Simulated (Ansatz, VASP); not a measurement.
# Two plane-wave programs on ZnRe

Contents of INCAR:

```
SYSTEM = ZnRe
PREC     = Accurate       ! precision mode
ENCUT    = 520            ! plane-wave cutoff, eV
EDIFF    = 1E-7           ! SCF threshold, eV
ISMEAR   = 0              ! smearing method
SIGMA    = 0.1            ! smearing width, eV
LREAL    = .FALSE.        ! projectors in reciprocal space
LASPH    = .TRUE.         ! aspherical terms in the spheres
NELM     = 100            ! most SCF steps
ALGO     = Fast           ! electronic algorithm
ISIF     = 2              ! what is computed and relaxed
LWAVE    = .FALSE.        ! write WAVECAR
LCHARG   = .FALSE.        ! write CHGCAR
GGA      = PE             ! functional
NBANDS   = 48             ! bands
```

The input KPOINTS:

```
Automatic mesh
0
G
  8 4 4
  0 0 0
```

POSCAR

```
ZnRe
1.0
    3.0414727483      0.0000000000      0.0000000000
    0.0000000000      6.0829454965      0.0000000000
    0.0000000000      0.0000000000      6.0829454965
Zn Re
4 4
Direct
    0.0000000000      0.0000000000      0.0000000000
    0.0000000000      0.0000000000      0.5000000000
    0.0000000000      0.5000000000      0.0000000000
    0.0000000000      0.5000000000      0.5000000000
    0.5000000000      0.2500000000      0.2500000000
    0.5000000000      0.2500000000      0.7500000000
    0.5000000000      0.7500000000      0.2500000000
    0.5000000000      0.7500000000      0.7500000000
```

Input for Ansatz:

```yaml
crystal:
  lattice:
    - [3.0414727483, 0.0, 0.0]
    - [0.0, 6.0829454965, 0.0]
    - [0.0, 0.0, 6.0829454965]
  atoms:
    - { symbol: Zn, position: [0.0, 0.0, 0.0] }
    - { symbol: Zn, position: [0.0, 0.0, 0.5] }
    - { symbol: Zn, position: [0.0, 0.5, 0.0] }
    - { symbol: Zn, position: [0.0, 0.5, 0.5] }
    - { symbol: Re, position: [0.5, 0.25, 0.25] }
    - { symbol: Re, position: [0.5, 0.25, 0.75] }
    - { symbol: Re, position: [0.5, 0.75, 0.25] }
    - { symbol: Re, position: [0.5, 0.75, 0.75] }
basis:
  ecutwfc: 420
kpoints:
  mp_grid: { grid: [8, 4, 4] }
hamiltonian:
  xc: pbe
scf:
  occupations: { method: gaussian, width: 0.1 }
output:
  forces: true
  stress: true
  eigenvalues: true
```

Alike in both runs: task single point; functional PBE; k mesh 8 × 4 × 4; occupations gaussian, width 0.1 eV; no spin polarisation.

```csv
,VASP,Ansatz
version,VASP 6.6.1,Ansatz 0.2.0
potentials or method,"VASP PAW PBE potentials, release 64 (Zn, Re), cutoff 520 eV","scalar-relativistic, plane waves, PAW"
valence electrons in the cell,76,108
```

|  | VASP | Ansatz | Ansatz less VASP |
| --- | --- | --- | --- |
| gap on the k mesh at the Fermi level (eV) | none | none | - |
| pressure (GPa) | 0.4 | -0.1 | -0.56 |

A gap of «none» marks a metal or a gap that the smearing closes. VASP's potentials hold 76 valence electrons a cell and Ansatz's 108, so a difference there can come from the potentials and not from the codes.

Spin-orbit coupling is off throughout.
